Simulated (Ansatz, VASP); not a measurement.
**As in VASP and in Ansatz**

Contents of INCAR:

```
PREC = Accurate ; ENCUT = 520
EDIFF = 1E-6 ; ISMEAR = -1
SIGMA = 0.02 ; LREAL = False
LASPH = True ; NELM = 60
ALGO = Normal ; ISIF = 2
LWAVE = False ; LCHARG = True
LDIPOL = True ; IDIPOL = 3
DIPOL = 0.5 0.5 0.336 ; GGA = PE
LELF = True ; LVHAR = True
LVACPOTAV = True ; NBANDS = 18
```

KPOINTS

```
Automatic mesh
0
Gamma
  6 8 1
```

Contents of POSCAR:

```
As
1.0
    4.6871599937      0.0000000000      0.0000000000
    0.0000000000      3.6338992309      0.0000000000
    0.0000000000      0.0000000000     28.2703730404
As
4
Direct
    0.0720158480      0.0000000000      0.3779673902
    0.4279841520      0.5000000000      0.3779673902
    0.5720158480      0.5000000000      0.2941142967
    0.9279841520      0.0000000000      0.2941142967
```

Input for Ansatz:

```yaml
crystal:
  lattice:
    - [4.6871599937, 0.0, 0.0]
    - [0.0, 3.6338992309, 0.0]
    - [0.0, 0.0, 28.2703730404]
  atoms:
    - { symbol: As, position: [0.072015848, 0.0, 0.3779673902] }
    - { symbol: As, position: [0.427984152, 0.5, 0.3779673902] }
    - { symbol: As, position: [0.572015848, 0.5, 0.2941142967] }
    - { symbol: As, position: [0.927984152, 0.0, 0.2941142967] }
  periodic: [true, true, false]
kpoints:
  mp_grid: { grid: [6, 8, 1] }
  band_path:
    path:
      - [0.0, 0.0, 0.0]
      - [0.5, 0.0, 0.0]
      - [0.5, 0.5, 0.0]
      - [0.0, 0.5, 0.0]
      - [0.36849, 0.0, 0.0]
    npoints: 1
hamiltonian:
  xc: pbe
scf:
  occupations: { method: fermi_dirac, width: 0.02 }
  n_extra_bands: 5
output:
  forces: true
  stress: true
  eigenvalues: true
```

Change from the starting cell: uniaxial_x strain -2.5%.

Alike in both runs: task single point; functional PBE; k mesh 6 × 8 × 1; occupations fermi-dirac, width 0.02 eV; no spin polarisation.

|  | VASP | Ansatz |
| --- | --- | --- |
| version | VASP 6.6.1 | Ansatz 0.2.0 |
| potentials or method | VASP PAW PBE potentials, release 64 (As) | plane waves, PAW |
| plane-wave cutoff (eV) | 520 | 420 |
| valence electrons in the cell | 20 | 60 |

|  | VASP | Ansatz | Ansatz less VASP |
| --- | --- | --- | --- |
| gap on the k mesh at the Fermi level (eV) | 0.77 | 0.78 | +0.012 |
| rms of the force components (eV/Å) | 0.242 | 0.204 | -0.0378 |

Atom by atom the forces differ by 0.038 eV/Å (rms over components). VASP's potentials hold 20 valence electrons a cell and Ansatz's 60, so a difference there can come from the potentials and not from the codes.
